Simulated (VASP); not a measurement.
# I (Cmce) in VASP: relaxation of volume and atoms at fixed shape with LDA

Aim: the relaxation of volume and atoms at fixed shape of I with LDA.

Everything below comes from runs of VASP 6.6.1. Logs are shortened: lines on timing, memory, paths and dates and some standing lists are left out, and cuts for length are marked.

## Step 1: The cell of the first run

It takes space group Cmce (No. 64, orthorhombic). The conventional cell has a = 7.270 Å, b = 4.790 Å, c = 9.793 Å, α = 90.00°, β = 90.00°, γ = 90.00°. Within 3.5 Å of I (site symmetry m) lie 1 I at 2.68 Å.

## Step 2: Relaxation of volume and atoms at fixed shape, LDA

INCAR

```
SYSTEM = I
  PREC = Accurate
  ENCUT = 600
  EDIFF = 1E-6
  ISMEAR = 0
  SIGMA = 0.05
  LREAL = .False.
  LASPH = .True.
  NELM = 100
  ALGO = Normal
  ISIF = 8
  LWAVE = .False.
  LCHARG = .False.
  IBRION = 2
  NSW = 50
  EDIFFG = -0.01
```

KPOINTS

```
Automatic mesh
0
Gamma
  5 5 2
  0 0 0
```

POSCAR

```
I
1.0
    3.6350350000     -2.3950200000      0.0000000000
    3.6350350000      2.3950200000      0.0000000000
    0.0000000000      0.0000000000      9.7934400000
I
4
Direct
    0.8507000000      0.1493000000      0.8844000000
    0.3507000000      0.6493000000      0.6156000000
    0.1493000000      0.8507000000      0.1156000000
    0.6493000000      0.3507000000      0.3844000000
```

Potentials or basis: VASP PAW LDA potentials, release 64 (I).

Run with:

```sh
$ cat potpaw_LDA.64/I/POTCAR > POTCAR
$ mpirun -np 1 vasp_std > vasp.out
```

OUTCAR:

```text
SYSTEM = I
   PREC = Accurate
   ENCUT = 600
   EDIFF = 1E-6
   ISMEAR = 0
   LREAL = .False.
   LASPH = .True.
   NELM = 100
   ISIF = 8
   IBRION = 2
   NSW = 50
   EDIFFG = -0.01

 ion  position               nearest neighbor table
   1  0.851  0.149  0.884-   3 2.68   2 3.56   2 3.56
   2  0.351  0.649  0.616-   4 2.68   1 3.56   1 3.56
   3  0.149  0.851  0.116-   1 2.68   4 3.56   4 3.56
   4  0.649  0.351  0.384-   2 2.68   3 3.56   3 3.56

  LATTYP: Found a base centered orthorhombic cell.
 ALAT       =     4.7900400000
 B/A-ratio  =     1.5177472422
 C/A-ratio  =     2.0445424255

  Lattice vectors:

 A1 = (  -3.6350350000,  -2.3950200000,   0.0000000000)
 A2 = (   3.6350350000,  -2.3950200000,   0.0000000000)
 A3 = (   0.0000000000,   0.0000000000,   9.7934400000)

Analysis of symmetry for initial positions (statically):
=====================================================================
 Subroutine PRICEL returns:
 Original cell was already a primitive cell.

 Routine SETGRP: Setting up the symmetry group for a
 base centered orthorhombic supercell.

 Subroutine GETGRP returns: Found  8 space group operations
 (whereof  4 operations were pure point group operations)
 out of a pool of  8 trial point group operations.

The static configuration has the point symmetry C_2h.
 The point group associated with its full space group is D_2h.

Analysis of symmetry for dynamics (positions and initial velocities):
=====================================================================
 Subroutine PRICEL returns:
 Original cell was already a primitive cell.

 Routine SETGRP: Setting up the symmetry group for a
 base centered orthorhombic supercell.

 Subroutine GETGRP returns: Found  8 space group operations
 (whereof  4 operations were pure point group operations)
 out of a pool of  8 trial point group operations.

The dynamic configuration has the point symmetry C_2h.
 The point group associated with its full space group is D_2h.

 Subroutine INISYM returns: Found  8 space group operations
 (whereof  4 operations are pure point group operations),
 and found     1 'primitive' translations

----------------------------------------------------------------------------------------

                                     Primitive cell

  volume of cell :     170.5230

  direct lattice vectors                    reciprocal lattice vectors
     3.635035000 -2.395020000  0.000000000     0.137550257 -0.208766524  0.000000000
     3.635035000  2.395020000  0.000000000     0.137550257  0.208766524  0.000000000
     0.000000000  0.000000000  9.793440000     0.000000000  0.000000000  0.102109167

  length of vectors
     4.353113857  4.353113857  9.793440000     0.250007070  0.250007070  0.102109167

  position of ions in fractional coordinates (direct lattice)
     0.850700000  0.149300000  0.884400000
     0.350700000  0.649300000  0.615600000
     0.149300000  0.850700000  0.115600000
     0.649300000  0.350700000  0.384400000

  ion indices of the primitive-cell ions
   primitive index   ion index
                 1           1
                 2           2
                 3           3
                 4           4

----------------------------------------------------------------------------------------

 KPOINTS: Automatic mesh

Automatic generation of k-mesh.
 Grid dimensions read from file:
 generate k-points for:    5    5    2

 Generating k-lattice:

  Cartesian coordinates                     Fractional coordinates (reciprocal lattice)
     0.027510051 -0.041753305  0.000000000     0.200000000  0.000000000  0.000000000
     0.027510051  0.041753305  0.000000000     0.000000000  0.200000000  0.000000000
     0.000000000  0.000000000  0.051054583     0.000000000  0.000000000  0.500000000

  Length of vectors
     0.050001414  0.050001414  0.051054583

  Shift w.r.t. Gamma in fractional coordinates (k-lattice)
     0.000000000  0.000000000  0.000000000

 Subroutine IBZKPT returns following result:
 ===========================================

 Found     18 irreducible k-points:

 Following reciprocal coordinates:
            Coordinates               Weight
  0.000000  0.000000  0.000000      1.000000
  0.200000 -0.000000  0.000000      4.000000
  0.400000 -0.000000  0.000000      4.000000
  0.200000  0.200000  0.000000      2.000000
  0.400000  0.200000  0.000000      4.000000
 -0.400000  0.200000  0.000000      4.000000
[... 10 lines left out ...]
  0.400000  0.400000  0.500000      2.000000
 -0.400000  0.400000  0.500000      2.000000
   k-points           NKPTS =     18   k-points in BZ     NKDIM =     18   number of bands    NBANDS=     18
   number of dos      NEDOS =    301   number of ions     NIONS =      4
   total plane-waves  NPLWV = 103680
   dimension x,y,z NGX =    36 NGY =   36 NGZ =   80
   dimension x,y,z NGXF=    72 NGYF=   72 NGZF=  160
   ions per type =               4
   NGX,Y,Z   is equivalent  to a cutoff of  13.75, 13.75, 13.58 a.u.
   NGXF,Y,Z  is equivalent  to a cutoff of  27.50, 27.50, 27.16 a.u.
 SYSTEM =  I
   PREC   = accura    normal or accurate (medium, high low for compatibility)
   ISTART =      0    job   : 0-new  1-cont  2-samecut
   ICHARG =      2    charge: 1-file 2-atom 10-const
   ISPIN  =      1    spin polarized calculation?
   LNONCOLLINEAR =      F non collinear calculations
   LSORBIT =      F    spin-orbit coupling
   LASPH  =      T    aspherical Exc in radial PAW
   ENCUT  =  600.0 eV  44.10 Ry    6.64 a.u.   8.69  8.69 19.56*2*pi/ulx,y,z
   NELM   =    100;   NELMIN=  2; NELMDL= -5     # of ELM steps
   EDIFF  = 0.1E-05   stopping-criterion for ELM
   LREAL  =      F    real-space projection
   EDIFFG = -.1E-01   stopping-criterion for IOM
   NSW    =     50    number of steps for IOM
   IBRION =      2    ionic relax: 0-MD 1-quasi-New 2-CG
   NFREE  =      1    steps in history (QN), initial steepest desc. (CG)
   ISIF   =      8    stress and relaxation
   ISYM   =      2    0-nonsym 1-usesym 2-fastsym
   POTIM  = 0.5000    time-step for ionic-motion
   TEBEG  =    0.0;   TEEND  =   0.0 temperature during run
   PSTRESS=    0.0 pullay stress
   NELECT =      28.0000    total number of electrons
   NUPDOWN=      -1.0000    fix difference up-down
   EMIN   =  10.00;   EMAX   =-10.00  energy-range for DOS
   EFERMI =   0.00;   METHOD = LEGACY
   ISMEAR =     0;   SIGMA  =   0.05  broadening in eV -4-tet -1-fermi 0-gaus
   EFERMI_NEDOS =   21; number of points for ismear=-14 and -15
   IALGO  =     38    algorithm
   IMIX   =      4    mixing-type and parameters
     AMIX     =   0.40;   BMIX     =  1.00
     AMIX_MAG =   1.60;   BMIX_MAG =  1.00
  volume/ion in A,a.u.               =      42.63       287.69
  Fermi-wavevector in a.u.,A,eV,Ry     =   0.896465  1.694073 10.934307  0.803649
  Thomas-Fermi vector in A             =   2.018926
   LORBIT       =      0    0 simple, 1 ext, 2 COOP (PROOUT), +10 PAW based schemes
   GGA     = CA    functional components
   LHFCALC =     F    Hartree Fock is set to
   AEXX    =    0.0000 exact exchange contribution
   IVDW    =     0    specifies the selected vdW correction
   LEPSILON=     F    determine dielectric tensor
   LRPA    =     F    only Hartree local field effects (RPA)
 conjugate gradient relaxation of ions
 non-spin polarized calculation
 Gauss-broadening in eV      SIGMA  =   0.05
  energy-cutoff  :      600.00
  volume of cell :      170.52
 maximum number of plane-waves:      5729
   NGX = 17   NGY = 17   NGZ = 39

--------------------------------------- Ionic step        1  -------------------------------------------

 number of electron      28.0000000 magnetization

 Free energy of the ion-electron system (eV)
  ---------------------------------------------------
  ext. energy  EPLUGINS =         0.00000000
  ---------------------------------------------------
  free energy    TOTEN  =        -7.79737891 eV

  energy without entropy =       -7.79737891  energy(sigma->0) =       -7.79737891

------------------------ aborting loop because EDIFF is reached ----------------------------------------

  FORCE on cell =-STRESS in cart. coord.  units (eV):
  Direction    XX          YY          ZZ          XY          YZ          ZX
  --------------------------------------------------------------------------------------
  -------------------------------------------------------------------------------------
  Total       -0.8471998     -1.4872909     -0.4741681      0.0000000      0.0000000      0.0000000
  in kB       -7.9600069    -13.9740892     -4.4551250      0.0000000      0.0000000      0.0000000
  external PRESSURE =      -8.7964070 kB  Pullay stress =       0.0000000 kB
[... 95 lines left out ...]
  FREE ENERGIE OF THE ION-ELECTRON SYSTEM (eV)
  ---------------------------------------------------
  free  energy   TOTEN  =        -8.0170266791 eV

  energy  without entropy=       -8.0170266791  energy(sigma->0) =       -8.01702668

[... ionic steps 4 to 11 ...]

--------------------------------------- Ionic step       12  -------------------------------------------

 number of electron      28.0000001 magnetization

------------------------ aborting loop because EDIFF is reached ----------------------------------------

  FORCE on cell =-STRESS in cart. coord.  units (eV):
  Direction    XX          YY          ZZ          XY          YZ          ZX
  --------------------------------------------------------------------------------------
  -------------------------------------------------------------------------------------
  Total        0.3246261     -0.6606341     -0.1526839      0.0000000     -0.0000000      0.0000000
  in kB        3.5258337     -7.1752887     -1.6583327      0.0000000     -0.0000000      0.0000000
  external PRESSURE =      -1.7692626 kB  Pullay stress =       0.0000000 kB
[... 61 lines left out ...]
  energy  without entropy=       -8.0639434921  energy(sigma->0) =       -8.06394349

--------------------------------------- Ionic step       14  -------------------------------------------

 number of electron      28.0000000 magnetization

 Free energy of the ion-electron system (eV)
  ---------------------------------------------------
  ext. energy  EPLUGINS =         0.00000000
  ---------------------------------------------------
  free energy    TOTEN  =        -8.06415696 eV

  energy without entropy =       -8.06415696  energy(sigma->0) =       -8.06415696

 E-fermi :   4.0766     XC(G=0):  -9.0629

 val. band max:        3.8459743926   @ k =  -0.4000   0.2000   0.5000
 cond. band min:       4.7991893418   @ k =   0.4000   0.4000   0.5000
 fundamental gap:      0.9532149492
 Fermi energy:         4.0766251433

 k-point     1 :       0.0000    0.0000    0.0000
  band No.  band energies     occupation
      1     -10.0152      2.00000
      2      -9.0856      2.00000
      3      -8.3770      2.00000
      4      -6.7388      2.00000
      5      -0.8256      2.00000
      6       0.7277      2.00000
[... 10 lines left out ...]
     17       8.3758      0.00000
     18       9.3473      0.00000
[... 386 lines left out ...]
  FREE ENERGIE OF THE ION-ELECTRON SYSTEM (eV)
  ---------------------------------------------------
  free  energy   TOTEN  =        -8.0641569553 eV

  energy  without entropy=       -8.0641569553  energy(sigma->0) =       -8.06415696

 reached required accuracy - stopping structural energy minimisation
```

Run time: 10 min. Hardware: 1 thread of Intel Xeon Platinum 8375C at 2.90GHz (Ice Lake), shared host; peak memory 0.28 GiB.

What came out:

```
Free energy                            : -8.0642 eV
Relaxed volume                         : 36.62 Å³/atom
Relaxed cell                           : a = 4.138 Å, b = 4.138 Å, c = 9.310 Å, α = 90.00°, β = 90.00°, γ = 66.76°
Space group after relaxing (to 0.05 Å) : Cmce (No. 64)
Energy gained by relaxing              : 66.7 meV/atom
Ionic steps                            : 14
Pressure after relaxing                : 0.0 GPa
Largest force after relaxing           : 0.004 eV/Å
Band gap on the k mesh                 : 0.95 eV, indirect (least direct gap 1.32 eV)
```

Forces in eV/Å, atoms in the order of the input:
```
I    0.000  0.002  0.003
I    0.000  0.002 -0.003
I    0.000 -0.002 -0.003
I    0.000 -0.002  0.003
```

Step by step:
```csv
step,energy change (eV),largest force (eV/Å),pressure (GPa),volume (Å³)
1,0.0000,0.7217,-0.88,170.52
2,-0.1152,0.4398,-1.06,164.81
3,-0.2196,0.3845,-0.08,149.06
4,-0.2317,0.1455,-0.62,153.61
5,-0.2329,0.1858,-0.54,152.69
6,-0.2411,0.1967,0.49,147.81
7,-0.2420,0.1799,0.24,148.93
8,-0.2518,0.1430,0.18,148.51
9,-0.2642,0.1028,0.07,147.45
10,-0.2644,0.1097,0.05,147.29
11,-0.2657,0.0366,-0.28,147.63
12,-0.2661,0.0166,-0.18,147.51
13,-0.2666,0.0151,0.10,145.88
14,-0.2668,0.0036,0.00,146.47
```

Final structure:
```
I
1.0
     3.45542   -2.27667    0.00000
     3.45542    2.27667    0.00000
     0.00000    0.00000    9.30951
I
4
Direct
  0.82512 0.17488 0.87693
  0.32512 0.67488 0.62307
  0.17488 0.82512 0.12307
  0.67488 0.32512 0.37693
```

Levels at points of the mesh, in eV from the valence-band top:
| k point | band 10 | band 11 | band 12 | band 13 | band 14 | band 15 | band 16 | band 17 | band 18 |
| --- | --- | --- | --- | --- | --- | --- | --- | --- | --- |
| (0.00, 0.00, 0.00) | -0.89 | -0.76 | -0.67 | -0.09 | -0.03 | 1.47 | 2.02 | 4.53 | 5.50 |
| (0.00, 0.00, 0.50) | -0.79 | -0.68 | -0.68 | -0.05 | -0.05 | 1.29 | 1.29 | 5.56 | 5.56 |

Caveat: spin-orbit coupling is left out, which moves the levels of the heavy elements; the volume moved by -14 % from the deposited cell, more than functionals usually miss.
